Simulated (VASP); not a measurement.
# MgBe2SeO2 (Cmmm) in VASP: a series of runs

Runs on MgBe2SeO2. Level: PBE. Tasks: single point, relaxation of cell and atoms.

Program: VASP 6.6.1. These are calculated values, not measurements. Logs are shortened: lines on timing, memory, paths and dates and some standing lists are left out, and cuts for length are marked.

## Step 1: The cell of the first run

The structure is orthorhombic, space group Cmmm (No. 65). Conventional cell: a = 4.819 Å, b = 8.022 Å, c = 3.881 Å, α = 90.00°, β = 90.00°, γ = 90.00°. Within 3.1 Å of Mg (site symmetry mmm) lie 4 Be at 2.34 Å and 4 O at 2.35 Å and 4 Se at 3.09 Å. Be (site symmetry 2/m) has 2 Mg at 2.34 Å and 4 O at 2.39 Å and 2 Be at 2.41 Å and 4 Se at 3.04 Å within 3.1 Å. Within 3.6 Å of Se (site symmetry mmm) lie 6 O at 2.69 to 2.75 Å and 8 Be at 3.04 Å and 4 Mg at 3.09 Å. Within 3.1 Å of O (site symmetry m2m) lie 2 Mg at 2.35 Å and 4 Be at 2.39 Å and 3 O at 2.63 to 2.78 Å and 3 Se at 2.69 to 2.75 Å.

## Step 2: Single point, PBE

File INCAR:

```
SYSTEM = MgBe2SeO2
PREC = Accurate
ENCUT = 520
EDIFF = 1E-7
ISMEAR = 0
SIGMA = 0.1
LREAL = .False.
LASPH = .True.
NELM = 60
ALGO = Normal
ISIF = 2
LWAVE = .False.
LCHARG = .False.
GGA = PE
NBANDS = 21
```

File KPOINTS:

```
regular mesh
0
Gamma
  4 4 4
  0 0 0
```

File POSCAR:

```
MgBe2SeO2
1.0
    2.4093858600     -4.0111643800      0.0000000000
    2.4093858600      4.0111643800      0.0000000000
    0.0000000000      0.0000000000      3.8813537400
Mg Be Se O
1 2 1 2
Direct
    0.5000000000      0.5000000000      0.5000000000
    0.5000000000      0.0000000000      0.5000000000
    0.0000000000      0.5000000000      0.5000000000
    0.0000000000      0.0000000000      0.0000000000
    0.6641809900      0.3358190100      0.0000000000
    0.3358190100      0.6641809900      0.0000000000
```

Potentials or basis: VASP PAW PBE potentials, release 64 (Mg, Be, Se, O).

The run is started by

```sh
$ cat potpaw_PBE.64/Mg/POTCAR potpaw_PBE.64/Be/POTCAR potpaw_PBE.64/Se/POTCAR potpaw_PBE.64/O/POTCAR > POTCAR
$ mpirun -np 1 vasp_std > vasp.out
```

OUTCAR:

```text
SYSTEM = MgBe2SeO2
   PREC = Accurate
   ENCUT = 520
   EDIFF = 1E-7
   ISMEAR = 0
   LREAL = .False.
   LASPH = .True.
   NELM = 60
   ISIF = 2
   GGA = PE

 ion  position               nearest neighbor table
   1  0.500  0.500  0.500-   2 2.34   3 2.34   2 2.34   3 2.34   5 2.35   6 2.35   5 2.35   6 2.35
                             4 3.09   4 3.09   4 3.09   4 3.09
   2  0.500  0.000  0.500-   1 2.34   1 2.34
   3  0.000  0.500  0.500-   1 2.34   1 2.34
   4  0.000  0.000  0.000-   1 3.09   1 3.09   1 3.09   1 3.09
   5  0.664  0.336  0.000-   1 2.35   1 2.35
   6  0.336  0.664  0.000-   1 2.35   1 2.35

  LATTYP: Found a base centered orthorhombic cell.
 ALAT       =     4.8187717200
 B/A-ratio  =     1.6648078029
 C/A-ratio  =     0.8054653687

  Lattice vectors:

 A1 = (   2.4093858600,  -4.0111643800,   0.0000000000)
 A2 = (   2.4093858600,   4.0111643800,   0.0000000000)
 A3 = (   0.0000000000,   0.0000000000,   3.8813537400)

Analysis of symmetry for initial positions (statically):
=====================================================================
 Subroutine PRICEL returns:
 Original cell was already a primitive cell.

 Routine SETGRP: Setting up the symmetry group for a
 base centered orthorhombic supercell.

 Subroutine GETGRP returns: Found  8 space group operations
 (whereof  8 operations were pure point group operations)
 out of a pool of  8 trial point group operations.

The static configuration has the point symmetry D_2h.

Analysis of symmetry for dynamics (positions and initial velocities):
=====================================================================
 Subroutine PRICEL returns:
 Original cell was already a primitive cell.

 Routine SETGRP: Setting up the symmetry group for a
 base centered orthorhombic supercell.

 Subroutine GETGRP returns: Found  8 space group operations
 (whereof  8 operations were pure point group operations)
 out of a pool of  8 trial point group operations.

The dynamic configuration has the point symmetry D_2h.

 Subroutine INISYM returns: Found  8 space group operations
 (whereof  8 operations are pure point group operations),
 and found     1 'primitive' translations

----------------------------------------------------------------------------------------

                                     Primitive cell

  volume of cell :      75.0222

  direct lattice vectors                    reciprocal lattice vectors
     2.409385860 -4.011164380  0.000000000     0.207521762 -0.124652084  0.000000000
     2.409385860  4.011164380  0.000000000     0.207521762  0.124652084  0.000000000
     0.000000000  0.000000000  3.881353740     0.000000000  0.000000000  0.257642067

  length of vectors
     4.679164445  4.679164445  3.881353740     0.242081441  0.242081441  0.257642067

  position of ions in fractional coordinates (direct lattice)
     0.500000000  0.500000000  0.500000000
     0.500000000  0.000000000  0.500000000
     0.000000000  0.500000000  0.500000000
     0.000000000  0.000000000  0.000000000
     0.664180990  0.335819010  0.000000000
     0.335819010  0.664180990  0.000000000

  ion indices of the primitive-cell ions
   primitive index   ion index
                 1           1
                 2           2
                 3           3
                 4           4
                 5           5
                 6           6

----------------------------------------------------------------------------------------

 KPOINTS: regular mesh

Automatic generation of k-mesh.
 Grid dimensions read from file:
 generate k-points for:    4    4    4

 Generating k-lattice:

  Cartesian coordinates                     Fractional coordinates (reciprocal lattice)
     0.051880441 -0.031163021  0.000000000     0.250000000  0.000000000  0.000000000
     0.051880441  0.031163021  0.000000000     0.000000000  0.250000000  0.000000000
     0.000000000  0.000000000  0.064410517     0.000000000  0.000000000  0.250000000

  Length of vectors
     0.060520360  0.060520360  0.064410517

  Shift w.r.t. Gamma in fractional coordinates (k-lattice)
     0.000000000  0.000000000  0.000000000

 Subroutine IBZKPT returns following result:
 ===========================================

 Found     21 irreducible k-points:

 Following reciprocal coordinates:
            Coordinates               Weight
  0.000000  0.000000  0.000000      1.000000
  0.250000  0.000000  0.000000      4.000000
  0.500000  0.000000  0.000000      2.000000
  0.250000  0.250000  0.000000      2.000000
  0.500000  0.250000  0.000000      4.000000
 -0.250000  0.250000  0.000000      2.000000
[... 13 lines left out ...]
 -0.250000  0.250000  0.500000      2.000000
  0.500000  0.500000  0.500000      1.000000
   k-points           NKPTS =     21   k-points in BZ     NKDIM =     21   number of bands    NBANDS=     21
   number of dos      NEDOS =    301   number of ions     NIONS =      6
   total plane-waves  NPLWV =  38880
   dimension x,y,z NGX =    36 NGY =   36 NGZ =   30
   dimension x,y,z NGXF=    72 NGYF=   72 NGZF=   60
   ions per type =               1   2   1   2
   NGX,Y,Z   is equivalent  to a cutoff of  12.79, 12.79, 12.85 a.u.
   NGXF,Y,Z  is equivalent  to a cutoff of  25.58, 25.58, 25.70 a.u.
 SYSTEM =  MgBe2SeO2
   PREC   = accura    normal or accurate (medium, high low for compatibility)
   ISTART =      0    job   : 0-new  1-cont  2-samecut
   ICHARG =      2    charge: 1-file 2-atom 10-const
   ISPIN  =      1    spin polarized calculation?
   LNONCOLLINEAR =      F non collinear calculations
   LSORBIT =      F    spin-orbit coupling
   LASPH  =      T    aspherical Exc in radial PAW
   ENCUT  =  520.0 eV  38.22 Ry    6.18 a.u.   8.70  8.70  7.22*2*pi/ulx,y,z
   NELM   =     60;   NELMIN=  2; NELMDL= -5     # of ELM steps
   EDIFF  = 0.1E-06   stopping-criterion for ELM
   LREAL  =      F    real-space projection
   EDIFFG = 0.1E-05   stopping-criterion for IOM
   NSW    =      0    number of steps for IOM
   IBRION =     -1    ionic relax: 0-MD 1-quasi-New 2-CG
   NFREE  =      0    steps in history (QN), initial steepest desc. (CG)
   ISIF   =      2    stress and relaxation
   ISYM   =      2    0-nonsym 1-usesym 2-fastsym
   POTIM  = 0.5000    time-step for ionic-motion
   TEBEG  =    0.0;   TEEND  =   0.0 temperature during run
   PSTRESS=    0.0 pullay stress
   NELECT =      24.0000    total number of electrons
   NUPDOWN=      -1.0000    fix difference up-down
   EMIN   =  10.00;   EMAX   =-10.00  energy-range for DOS
   EFERMI =   0.00;   METHOD = LEGACY
   ISMEAR =     0;   SIGMA  =   0.10  broadening in eV -4-tet -1-fermi 0-gaus
   EFERMI_NEDOS =   21; number of points for ismear=-14 and -15
   IALGO  =     38    algorithm
   IMIX   =      4    mixing-type and parameters
     AMIX     =   0.40;   BMIX     =  1.00
     AMIX_MAG =   1.60;   BMIX_MAG =  1.00
  volume/ion in A,a.u.               =      12.50        84.38
  Fermi-wavevector in a.u.,A,eV,Ry     =   1.119649  2.115830 17.056453  1.253614
  Thomas-Fermi vector in A             =   2.256290
   LORBIT       =      0    0 simple, 1 ext, 2 COOP (PROOUT), +10 PAW based schemes
   GGA     = PE    functional components
   LHFCALC =     F    Hartree Fock is set to
   AEXX    =    0.0000 exact exchange contribution
   IVDW    =     0    specifies the selected vdW correction
   LEPSILON=     F    determine dielectric tensor
   LRPA    =     F    only Hartree local field effects (RPA)
 non-spin polarized calculation
 Gauss-broadening in eV      SIGMA  =   0.10
  energy-cutoff  :      520.00
  volume of cell :       75.02
 maximum number of plane-waves:      2040
 NGX is ok and might be reduce to    36
   NGX = 17   NGY = 17   NGZ = 15

 number of electron      24.0000001 magnetization

 Free energy of the ion-electron system (eV)
  ---------------------------------------------------
  ext. energy  EPLUGINS =         0.00000000
  ---------------------------------------------------
  free energy    TOTEN  =       -20.52796102 eV

  energy without entropy =      -20.50895917  energy(sigma->0) =      -20.51846010

 E-fermi :   4.5424     XC(G=0): -10.2342

 val. band max:        4.5370642837   @ k =   0.2500   0.0000   0.0000
 cond. band min:       4.5873178439   @ k =   0.5000   0.0000   0.0000
 fundamental gap:      0.0502535602
 Fermi energy:         4.5423722436

 k-point     1 :       0.0000    0.0000    0.0000
  band No.  band energies     occupation
      1     -13.8816      2.00000
      2     -12.6149      2.00000
      3      -8.3531      2.00000
      4      -0.7314      2.00000
      5      -0.2275      2.00000
      6      -0.0952      2.00000
[... 13 lines left out ...]
     20      11.3879      0.00000
     21      11.4306      0.00000

 k-point     2 :       0.2500    0.0000    0.0000
  band No.  band energies     occupation
      1     -13.7003      2.00000
      2     -12.7526      2.00000
      3      -8.6190      2.00000
      4      -1.1300      2.00000
      5      -0.5494      2.00000
      6      -0.4250      2.00000
[... 13 lines left out ...]
     20      11.2950      0.00000
     21      12.7773      0.00000

 k-point     3 :       0.5000    0.0000    0.0000
  band No.  band energies     occupation
      1     -13.4206      2.00000
      2     -12.9816      2.00000
      3      -8.8892      2.00000
      4      -1.5296      2.00000
      5      -0.0661      2.00000
      6       0.1949      2.00000
[... 13 lines left out ...]
     20      11.3725      0.00000
     21      12.4494      0.00000
[... 385 lines left out ...]
 k-point    20 :      -0.2500    0.2500    0.5000
  band No.  band energies     occupation
      1     -13.5432      2.00000
      2     -12.6935      2.00000
      3      -8.2543      2.00000
      4      -3.2023      2.00000
      5      -0.8515      2.00000
      6      -0.7509      2.00000
[... 13 lines left out ...]
     20      12.1153      0.00000
     21      13.8899      0.00000

 k-point    21 :       0.5000    0.5000    0.5000
  band No.  band energies     occupation
      1     -13.1958      2.00000
      2     -12.9939      2.00000
      3      -8.5123      2.00000
      4      -2.1221      2.00000
      5      -1.8585      2.00000
      6      -1.1689      2.00000
[... 13 lines left out ...]
     20      12.8381      0.00000
     21      13.6667      0.00000

------------------------ aborting loop because EDIFF is reached ----------------------------------------

  FORCE on cell =-STRESS in cart. coord.  units (eV):
  Direction    XX          YY          ZZ          XY          YZ          ZX
  --------------------------------------------------------------------------------------
  -------------------------------------------------------------------------------------
  Total        1.2833947     10.2596131    -18.6851591      0.0000000      0.0000000      0.0000000
  in kB       27.4082161    219.1046165   -399.0408377      0.0000000      0.0000000      0.0000000
  external PRESSURE =     -50.8426684 kB  Pullay stress =       0.0000000 kB

 VOLUME and BASIS-vectors are now :
 -----------------------------------------------------------------------------
  energy-cutoff  :      520.00
  volume of cell :       75.02
      direct lattice vectors                 reciprocal lattice vectors
     2.409385860 -4.011164380  0.000000000     0.207521762 -0.124652084  0.000000000
     2.409385860  4.011164380  0.000000000     0.207521762  0.124652084  0.000000000
     0.000000000  0.000000000  3.881353740     0.000000000  0.000000000  0.257642067

 POSITION                                       TOTAL-FORCE (eV/Angst)
 -----------------------------------------------------------------------------------
      2.40939      0.00000      1.94068        -0.000000      0.000000     -0.000000
      1.20469     -2.00558      1.94068        -0.000000      0.000000     -0.000000
      1.20469      2.00558      1.94068         0.000000      0.000000     -0.000000
      0.00000      0.00000      0.00000        -0.000000      0.000000     -0.000000
      2.40939     -1.31711      0.00000        -0.000000     -0.214974     -0.000000
      2.40939      1.31711      0.00000        -0.000000      0.214974      0.000000
 -----------------------------------------------------------------------------------
    total drift:                               -0.000000     -0.000000     -0.000000

  FREE ENERGIE OF THE ION-ELECTRON SYSTEM (eV)
  ---------------------------------------------------
  free  energy   TOTEN  =       -20.5279610236 eV

  energy  without entropy=      -20.5089591703  energy(sigma->0) =      -20.51846010
```

Run time: 20 s. Hardware: 1 thread of Intel Xeon Platinum 8559C (Emerald Rapids), shared host; peak memory 0.19 GiB.

Results:

| Item | Value |
| --- | --- |
| Free energy | -20.5280 eV |
| Pressure | -5.1 GPa |
| Largest force | 0.215 eV/Å |
| Band gap on the k mesh | zero (band 12 reaches 5.03 eV, above the bottom of band 13 at 3.94 eV) |

Forces on the atoms (eV/Å):
```
Mg   0.000  0.000  0.000
Be   0.000  0.000  0.000
Be   0.000  0.000  0.000
Se   0.000  0.000  0.000
O    0.000 -0.215  0.000
O    0.000  0.215  0.000
```

Caveat: the k points lie up to 0.40 Å⁻¹ apart.

[end of part 1 of 2]
